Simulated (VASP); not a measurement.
The system is TiS2.

```
Ti S
1.0
     3.41200    0.00000    0.00000
    -1.70600    2.95488    0.00000
     0.00000    0.00000    5.69500
Ti S
1 2
Direct
  0.00000 0.00000 0.00000
  0.33333 0.66667 0.25000
  0.66667 0.33333 0.75000
```

Program: VASP 6.6.1. Alike in all runs: task single point; level PBE+D3(BJ)+U; potentials or basis VASP PAW PBE potentials, release 64 (Ti_sv, S); no spin polarisation; cell as given; k mesh 7 × 7 × 4; cutoff (eV) 500; smearing gaussian 0.01 eV.

**Question.** Order these runs on this cell by their band gap on the k mesh, lowest first.
A. U Ti d U = 2.0 eV
B. U Ti d U = 4.0 eV
C. U Ti d U = 6.0 eV

**Answer.** A (0.12 eV), B (0.35 eV), C (0.63 eV).

A k mesh can miss the band edges.
